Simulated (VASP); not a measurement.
# CdCuI3 (Pm-3m) in VASP: notebook

CdCuI3 is run at these levels: PBE; tasks: single point, relaxation of cell and atoms.

Everything below comes from runs of VASP 6.6.1. Logs are shortened: lines on timing, memory, paths and dates and some standing lists are left out, and cuts for length are marked.

## (1) The cell of the first run

Symmetry: Pm-3m, No. 221, cubic system. Conventional cell: a = 5.379 Å, b = 5.379 Å, c = 5.379 Å, α = 90.00°, β = 90.00°, γ = 90.00°. Within 5.0 Å of Cd (site symmetry m-3m) lie 12 I at 3.80 Å and 8 Cu at 4.66 Å. Within 3.5 Å of Cu (site symmetry m-3m) lie 6 I at 2.69 Å. Within 3.5 Å of I (site symmetry 4/mmm) lie 2 Cu at 2.69 Å.

## (2) Single point, PBE, collinear spin

Contents of INCAR:

```
SYSTEM = CdCuI3
  ALGO = Normal
  EDIFF = 1E-6
  ENCUT = 520
  GGA = PE
  ISIF = 2
  ISMEAR = 0
  ISPIN = 2
  LASPH = .TRUE.
  LCHARG = .FALSE.
  LMAXMIX = 4
  LORBIT = 11
  LREAL = .FALSE.
  LWAVE = .FALSE.
  MAGMOM = 0 1 0 0 0
  NBANDS = 34
  NELM = 150
  PREC = Accurate
  SIGMA = 0.1
```

Contents of KPOINTS:

```
k-points
0
G
  4 4 4
  0 0 0
```

Contents of POSCAR:

```
CdCuI3
1.0
    5.3785116037      0.0000000000      0.0000000000
    0.0000000000      5.3785116037      0.0000000000
    0.0000000000      0.0000000000      5.3785116037
Cd Cu I
1 1 3
Direct
    0.0000000000      0.0000000000      0.0000000000
    0.5000000000      0.5000000000      0.5000000000
    0.0000000000      0.5000000000      0.5000000000
    0.5000000000      0.0000000000      0.5000000000
    0.5000000000      0.5000000000      0.0000000000
```

Potentials or basis: VASP PAW PBE potentials, release 64 (Cd, Cu, I).

Launch:

```
$ cat potpaw_PBE.64/Cd/POTCAR potpaw_PBE.64/Cu/POTCAR potpaw_PBE.64/I/POTCAR > POTCAR
$ mpirun -np 1 vasp_std > vasp.out
```

OUTCAR:

```text
SYSTEM = CdCuI3
   EDIFF = 1E-6
   ENCUT = 520
   GGA = PE
   ISIF = 2
   ISMEAR = 0
   ISPIN = 2
   LASPH = .TRUE.
   LORBIT = 11
   LREAL = .FALSE.
   NELM = 150
   PREC = Accurate

 ion  position               nearest neighbor table
   1  0.000  0.000  0.000-
   2  0.500  0.500  0.500-   3 2.69   4 2.69   5 2.69   5 2.69   4 2.69   3 2.69
   3  0.000  0.500  0.500-   2 2.69   2 2.69
   4  0.500  0.000  0.500-   2 2.69   2 2.69
   5  0.500  0.500  0.000-   2 2.69   2 2.69

  LATTYP: Found a simple cubic cell.
 ALAT       =     5.3785116037

  Lattice vectors:

 A1 = (   5.3785116037,   0.0000000000,   0.0000000000)
 A2 = (   0.0000000000,   5.3785116037,   0.0000000000)
 A3 = (   0.0000000000,   0.0000000000,   5.3785116037)

Analysis of symmetry for initial positions (statically):
=====================================================================
 Subroutine PRICEL returns:
 Original cell was already a primitive cell.

 Routine SETGRP: Setting up the symmetry group for a
 simple cubic supercell.

 Subroutine GETGRP returns: Found 48 space group operations
 (whereof 48 operations were pure point group operations)
 out of a pool of 48 trial point group operations.

The static configuration has the point symmetry O_h .

Analysis of symmetry for dynamics (positions and initial velocities):
=====================================================================
 Subroutine PRICEL returns:
 Original cell was already a primitive cell.

 Routine SETGRP: Setting up the symmetry group for a
 simple cubic supercell.

 Subroutine GETGRP returns: Found 48 space group operations
 (whereof 48 operations were pure point group operations)
 out of a pool of 48 trial point group operations.

The dynamic configuration has the point symmetry O_h .

Analysis of structural, dynamic, and magnetic symmetry:
=====================================================================
 Subroutine PRICEL returns:
 Original cell was already a primitive cell.

 Routine SETGRP: Setting up the symmetry group for a
 simple cubic supercell.

 Subroutine GETGRP returns: Found 48 space group operations
 (whereof 48 operations were pure point group operations)
 out of a pool of 48 trial point group operations.

The overall configuration has the point symmetry O_h .

 Subroutine INISYM returns: Found 48 space group operations
 (whereof 48 operations are pure point group operations),
 and found     1 'primitive' translations

----------------------------------------------------------------------------------------

                                     Primitive cell

  volume of cell :     155.5917

  direct lattice vectors                    reciprocal lattice vectors
     5.378511604  0.000000000  0.000000000     0.185925043  0.000000000  0.000000000
     0.000000000  5.378511604  0.000000000     0.000000000  0.185925043  0.000000000
     0.000000000  0.000000000  5.378511604     0.000000000  0.000000000  0.185925043

  length of vectors
     5.378511604  5.378511604  5.378511604     0.185925043  0.185925043  0.185925043

  position of ions in fractional coordinates (direct lattice)
     0.000000000  0.000000000  0.000000000
     0.500000000  0.500000000  0.500000000
     0.000000000  0.500000000  0.500000000
     0.500000000  0.000000000  0.500000000
     0.500000000  0.500000000  0.000000000

  ion indices of the primitive-cell ions
   primitive index   ion index
                 1           1
                 2           2
                 3           3
                 4           4
                 5           5

----------------------------------------------------------------------------------------

 KPOINTS: k-points

Automatic generation of k-mesh.
 Grid dimensions read from file:
 generate k-points for:    4    4    4

 Generating k-lattice:

  Cartesian coordinates                     Fractional coordinates (reciprocal lattice)
     0.046481261  0.000000000  0.000000000     0.250000000  0.000000000  0.000000000
     0.000000000  0.046481261  0.000000000     0.000000000  0.250000000  0.000000000
     0.000000000  0.000000000  0.046481261     0.000000000  0.000000000  0.250000000

  Length of vectors
     0.046481261  0.046481261  0.046481261

  Shift w.r.t. Gamma in fractional coordinates (k-lattice)
     0.000000000  0.000000000  0.000000000

 Subroutine IBZKPT returns following result:
 ===========================================

 Found     10 irreducible k-points:

 Following reciprocal coordinates:
            Coordinates               Weight
  0.000000  0.000000  0.000000      1.000000
  0.250000  0.000000  0.000000      6.000000
  0.500000  0.000000  0.000000      3.000000
  0.250000  0.250000  0.000000     12.000000
  0.500000  0.250000  0.000000     12.000000
  0.500000  0.500000  0.000000      3.000000
  0.250000  0.250000  0.250000      8.000000
  0.500000  0.250000  0.250000     12.000000
  0.500000  0.500000  0.250000      6.000000
  0.500000  0.500000  0.500000      1.000000
   k-points           NKPTS =     10   k-points in BZ     NKDIM =     10   number of bands    NBANDS=     34
   number of dos      NEDOS =    301   number of ions     NIONS =      5
   total plane-waves  NPLWV =  64000
   dimension x,y,z NGX =    40 NGY =   40 NGZ =   40
   dimension x,y,z NGXF=    80 NGYF=   80 NGZF=   80
   ions per type =               1   1   3
   NGX,Y,Z   is equivalent  to a cutoff of  12.36, 12.36, 12.36 a.u.
   NGXF,Y,Z  is equivalent  to a cutoff of  24.73, 24.73, 24.73 a.u.
 SYSTEM =  CdCuI3
   PREC   = accura    normal or accurate (medium, high low for compatibility)
   ISTART =      0    job   : 0-new  1-cont  2-samecut
   ICHARG =      2    charge: 1-file 2-atom 10-const
   ISPIN  =      2    spin polarized calculation?
   LNONCOLLINEAR =      F non collinear calculations
   LSORBIT =      F    spin-orbit coupling
   LASPH  =      T    aspherical Exc in radial PAW
   ENCUT  =  520.0 eV  38.22 Ry    6.18 a.u.  10.00 10.00 10.00*2*pi/ulx,y,z
   NELM   =    150;   NELMIN=  2; NELMDL= -5     # of ELM steps
   EDIFF  = 0.1E-05   stopping-criterion for ELM
   LREAL  =      F    real-space projection
   EDIFFG = 0.1E-04   stopping-criterion for IOM
   NSW    =      0    number of steps for IOM
   IBRION =     -1    ionic relax: 0-MD 1-quasi-New 2-CG
   NFREE  =      0    steps in history (QN), initial steepest desc. (CG)
   ISIF   =      2    stress and relaxation
   ISYM   =      2    0-nonsym 1-usesym 2-fastsym
   POTIM  = 0.5000    time-step for ionic-motion
   TEBEG  =    0.0;   TEEND  =   0.0 temperature during run
   PSTRESS=    0.0 pullay stress
   NELECT =      44.0000    total number of electrons
   NUPDOWN=      -1.0000    fix difference up-down
   EMIN   =  10.00;   EMAX   =-10.00  energy-range for DOS
   EFERMI =   0.00;   METHOD = LEGACY
   ISMEAR =     0;   SIGMA  =   0.10  broadening in eV -4-tet -1-fermi 0-gaus
   EFERMI_NEDOS =   21; number of points for ismear=-14 and -15
   IALGO  =     38    algorithm
   IMIX   =      4    mixing-type and parameters
     AMIX     =   0.40;   BMIX     =  1.00
     AMIX_MAG =   1.60;   BMIX_MAG =  1.00
  volume/ion in A,a.u.               =      31.12       210.00
  Fermi-wavevector in a.u.,A,eV,Ry     =   1.074559  2.030622 15.710336  1.154677
  Thomas-Fermi vector in A             =   2.210391
   LORBIT       =     11    0 simple, 1 ext, 2 COOP (PROOUT), +10 PAW based schemes
   GGA     = PE    functional components
   LHFCALC =     F    Hartree Fock is set to
   AEXX    =    0.0000 exact exchange contribution
   IVDW    =     0    specifies the selected vdW correction
   LEPSILON=     F    determine dielectric tensor
   LRPA    =     F    only Hartree local field effects (RPA)
 spin polarized calculation
 Gauss-broadening in eV      SIGMA  =   0.10
  energy-cutoff  :      520.00
  volume of cell :      155.59
 maximum number of plane-waves:      4224
   NGX = 21   NGY = 21   NGZ = 21

 number of electron      43.9999998 magnetization       0.0246230

 number of electron      43.9999999 magnetization      -0.0635597

 Free energy of the ion-electron system (eV)
  ---------------------------------------------------
  ext. energy  EPLUGINS =         0.00000000
  ---------------------------------------------------
  free energy    TOTEN  =        -8.54549559 eV

  energy without entropy =       -8.49259666  energy(sigma->0) =       -8.51904612

 E-fermi :   3.4178     XC(G=0):  -9.0841

 val. band max:        3.3853206195   @ k =   0.5000   0.2500   0.0000
 cond. band min:       3.4250625113   @ k =   0.5000   0.5000   0.0000
 fundamental gap:      0.0397418918
 Fermi energy:         3.4178237271

 spin component 1

 k-point     1 :       0.0000    0.0000    0.0000
  band No.  band energies     occupation
      1      -9.6821      1.00000
      2      -8.2782      1.00000
      3      -8.2782      1.00000
      4      -4.3559      1.00000
      5      -4.3559      1.00000
      6      -4.3559      1.00000
[... 26 lines left out ...]
     33      12.7027      0.00000
     34      13.4989      0.00000

 k-point     2 :       0.2500    0.0000    0.0000
  band No.  band energies     occupation
      1      -9.5264      1.00000
      2      -8.4626      1.00000
      3      -8.2681      1.00000
      4      -4.3639      1.00000
      5      -4.3639      1.00000
      6      -4.3597      1.00000
[... 26 lines left out ...]
     33      12.1383      0.00000
     34      12.3999      0.00000
[... 257 lines left out ...]
     33      12.5071      0.00000
     34      12.7225      0.00000

 k-point    10 :       0.5000    0.5000    0.5000
  band No.  band energies     occupation
      1      -8.6777      1.00000
      2      -8.6777      1.00000
      3      -8.6777      1.00000
      4      -4.3444      1.00000
      5      -4.3444      1.00000
      6      -4.3375      1.00000
[... 26 lines left out ...]
     33      11.6529      0.00000
     34      12.0062      0.00000
 Fermi energy:         3.4178237271

 spin component 2

 k-point     1 :       0.0000    0.0000    0.0000
  band No.  band energies     occupation
      1      -9.6899      1.00000
      2      -8.2864      1.00000
      3      -8.2864      1.00000
      4      -4.3588      1.00000
      5      -4.3588      1.00000
      6      -4.3588      1.00000
[... 26 lines left out ...]
     33      12.6984      0.00000
     34      13.4927      0.00000

 k-point     2 :       0.2500    0.0000    0.0000
  band No.  band energies     occupation
      1      -9.5342      1.00000
      2      -8.4707      1.00000
      3      -8.2763      1.00000
      4      -4.3669      1.00000
      5      -4.3669      1.00000
      6      -4.3627      1.00000
[... 26 lines left out ...]
     33      12.1330      0.00000
     34      12.3934      0.00000
[... 257 lines left out ...]
     33      12.5019      0.00000
     34      12.7261      0.00000

 k-point    10 :       0.5000    0.5000    0.5000
  band No.  band energies     occupation
      1      -8.6857      1.00000
      2      -8.6857      1.00000
      3      -8.6857      1.00000
      4      -4.3474      1.00000
      5      -4.3474      1.00000
      6      -4.3404      1.00000
[... 26 lines left out ...]
     33      11.6473      0.00000
     34      12.0012      0.00000

------------------------ aborting loop because EDIFF is reached ----------------------------------------

  FORCE on cell =-STRESS in cart. coord.  units (eV):
  Direction    XX          YY          ZZ          XY          YZ          ZX
  --------------------------------------------------------------------------------------
  -------------------------------------------------------------------------------------
  Total        1.9478939      1.9478939      1.9478939     -0.0000000     -0.0000000     -0.0000000
  in kB       20.0580889     20.0580889     20.0580889     -0.0000000     -0.0000000     -0.0000000
  external PRESSURE =      20.0580889 kB  Pullay stress =       0.0000000 kB

 VOLUME and BASIS-vectors are now :
 -----------------------------------------------------------------------------
  energy-cutoff  :      520.00
  volume of cell :      155.59
      direct lattice vectors                 reciprocal lattice vectors
     5.378511604  0.000000000  0.000000000     0.185925043  0.000000000  0.000000000
     0.000000000  5.378511604  0.000000000     0.000000000  0.185925043  0.000000000
     0.000000000  0.000000000  5.378511604     0.000000000  0.000000000  0.185925043

 POSITION                                       TOTAL-FORCE (eV/Angst)
 -----------------------------------------------------------------------------------
      0.00000      0.00000      0.00000         0.000000      0.000000      0.000000
      2.68926      2.68926      2.68926         0.000000      0.000000      0.000000
      0.00000      2.68926      2.68926         0.000000      0.000000      0.000000
      2.68926      0.00000      2.68926         0.000000      0.000000      0.000000
      2.68926      2.68926      0.00000         0.000000      0.000000      0.000000
 -----------------------------------------------------------------------------------
    total drift:                                0.000000      0.000000     -0.000000

  FREE ENERGIE OF THE ION-ELECTRON SYSTEM (eV)
  ---------------------------------------------------
  free  energy   TOTEN  =        -8.5454955864 eV

  energy  without entropy=       -8.4925966623  energy(sigma->0) =       -8.51904612

 total charge

# of ion       s       p       d       tot
------------------------------------------
    1        0.517   0.058   9.556  10.131
    2        0.349   0.296   9.219   9.865
    3        1.522   2.729   0.030   4.280
    4        1.522   2.729   0.030   4.280
    5        1.522   2.729   0.030   4.280
--------------------------------------------------
tot          5.433   8.541  18.864  32.837

 magnetization (x)

# of ion       s       p       d       tot
------------------------------------------
    1       -0.005  -0.000   0.000  -0.005
    2       -0.001  -0.001  -0.012  -0.013
    3       -0.000  -0.007  -0.000  -0.008
    4       -0.000  -0.007  -0.000  -0.008
    5       -0.000  -0.007  -0.000  -0.008
--------------------------------------------------
tot         -0.007  -0.023  -0.012  -0.042
```

Run time: 86 s. Hardware: 1 thread of AMD EPYC 9R45 (Zen 5), shared host; peak memory 0.3 GiB.

What came out:

| Property | Result |
| --- | --- |
| Free energy | -8.5455 eV |
| Pressure | 2.0 GPa |
| Net moment | -0.06 μB per cell |
| Valence electrons inside the program's atomic spheres | Cd 10.13; Cu 9.87; I 4.28 |

Caveat: spin-orbit coupling is left out, which moves the levels of the heavy elements.

## (3) Relaxation of cell and atoms, PBE

Contents of INCAR:

```
PREC     = Accurate       # precision mode
ENCUT    = 600            # plane-wave cutoff, eV
EDIFF    = 1E-6           # SCF threshold, eV
ISMEAR   = 0              # smearing method
SIGMA    = 0.1            # smearing width, eV
LREAL    = F              # projectors in reciprocal space
LASPH    = T              # aspherical terms in the spheres
NELM     = 100            # most SCF steps
ALGO     = Normal         # electronic algorithm
ISIF     = 3              # what is computed and relaxed
LWAVE    = F              # write WAVECAR
LCHARG   = F              # write CHGCAR
GGA      = PE             # functional
IBRION   = 2              # ionic algorithm
NSW      = 100            # ionic steps
EDIFFG   = -0.01          # ionic threshold
```

Contents of KPOINTS:

```
regular mesh
0
Gamma
  8 8 8
```

POSCAR is that of step 2.

Potentials or basis: VASP PAW PBE potentials, release 64 (Cd, Cu, I).

Launch:

```
$ cat potpaw_PBE.64/Cd/POTCAR potpaw_PBE.64/Cu/POTCAR potpaw_PBE.64/I/POTCAR > POTCAR
$ mpirun -np 1 vasp_std > vasp.out
```

Wall time 8.9 min (1 thread of AMD EPYC 9R45 (Zen 5), shared host); peak memory 0.44 GiB.

The run converged. Its results:

```yaml
Free_energy: -8.6881 eV
Relaxed_volume: 32.69 Å³/atom
Relaxed_cell: a = 5.467 Å, b = 5.467 Å, c = 5.467 Å, α = 90.00°, β = 90.00°, γ = 90.00°
Space_group_after_relaxing_to_0.1_Å: Pm-3m (No. 221)
Energy_gained_by_relaxing: 6.9 meV/atom
Ionic_steps: 6
Pressure_after_relaxing: 0.0 GPa
Band_gap_on_the_k_mesh: zero (bands 22 and 23 overlap by 1.52 eV)
```

Step by step:
| step | energy change (eV) | largest force (eV/Å) | pressure (GPa) | volume (Å³) |
| --- | --- | --- | --- | --- |
| 1 | 0.0000 | 0.0000 | 1.51 | 155.59 |
| 2 | -0.0340 | 0.0000 | 0.25 | 162.27 |
| 3 | -0.0340 | 0.0000 | -0.16 | 164.47 |
| 4 | -0.0346 | 0.0000 | 0.05 | 163.60 |
| 5 | -0.0345 | 0.0000 | -0.07 | 163.82 |
| 6 | -0.0346 | 0.0000 | -0.01 | 163.44 |

Final structure:
```yaml
crystal:
  lattice:
    - [5.46747, 0.00000, 0.00000]
    - [0.00000, 5.46747, 0.00000]
    - [0.00000, 0.00000, 5.46747]
  atoms:
    - { symbol: Cd, position: [0.00000, 0.00000, 0.00000] }
    - { symbol: Cu, position: [0.50000, 0.50000, 0.50000] }
    - { symbol: I, position: [0.00000, 0.50000, 0.50000] }
    - { symbol: I, position: [0.50000, 0.00000, 0.50000] }
    - { symbol: I, position: [0.50000, 0.50000, 0.00000] }
```

Levels at points of the mesh, in eV from the Fermi level:
```tsv
k point	band 19	band 20	band 21	band 22	band 23	band 24	band 25	band 26
(0.00, 0.00, 0.00)	-1.14	-1.14	-0.71	-0.71	-0.71	0.97	5.50	5.50
(0.50, 0.00, 0.00)	-1.29	-1.29	-0.77	-0.77	0.48	2.84	4.33	4.64
(0.50, 0.50, 0.00)	-1.16	-1.16	-0.01	0.22	0.75	3.49	4.54	4.54
(0.50, 0.50, 0.50)	-0.01	-0.01	-0.01	0.78	0.78	4.82	4.82	4.82
```

Caveat: spin-orbit coupling is left out, which moves the levels of the heavy elements.

The gap in the log of VASP goes by the Fermi energy; the results here count the filled bands.